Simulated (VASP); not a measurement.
Crystal: GaN (zincblende type).

```
Ga N
1.0
     0.00000    2.16709    2.16709
     2.16709    0.00000    2.16709
     2.16709    2.16709    0.00000
Ga N
1 1
Cartesian
  0.0000 0.0000 0.0000
  1.0835 1.0835 1.0835
```

* Program: VASP 6.6.1
* Task: relaxation of cell and atoms
* Functional: LDA
* Potentials or basis: VASP PAW LDA potentials, release 64 (Ga_d, N)
* Cutoff: 600 eV
* k mesh: 17 × 17 × 17
* Occupations: fermi-dirac, width 0.05 eV
* Spin: collinear spin, ferrimagnetic start
* Starting moments: [2.0, -4.0] μB

At the start: pressure 21.4 GPa; volume 10.18 Å³/atom.

Question: How do energy, volume and symmetry change on relaxing?

Answer: Over 5 steps the energy falls by 57.9 meV/atom and the volume is 11.11 Å³/atom (+9.2 %); space group F-43m (No. 216, to 0.05 Å); moment 0.00 μB per cell.

The path:
| step | energy change (eV) | largest force (eV/Å) | pressure (GPa) | volume (Å³) |
| --- | --- | --- | --- | --- |
| 1 | 0.0000 | 0.0000 | 21.39 | 20.35 |
| 2 | 0.0188 | 0.0000 | -16.29 | 24.63 |
| 3 | -0.1158 | 0.0000 | -0.27 | 22.26 |
| 4 | -0.1159 | 0.0000 | 0.10 | 22.22 |
| 5 | -0.1159 | 0.0000 | 0.06 | 22.22 |

Final structure:
```
Ga N
1.0
     0.00000    2.23150    2.23150
     2.23150    0.00000    2.23150
     2.23150    2.23150    0.00000
Ga N
1 1
Direct
  0.00000 0.00000 0.00000
  0.25000 0.25000 0.25000
```
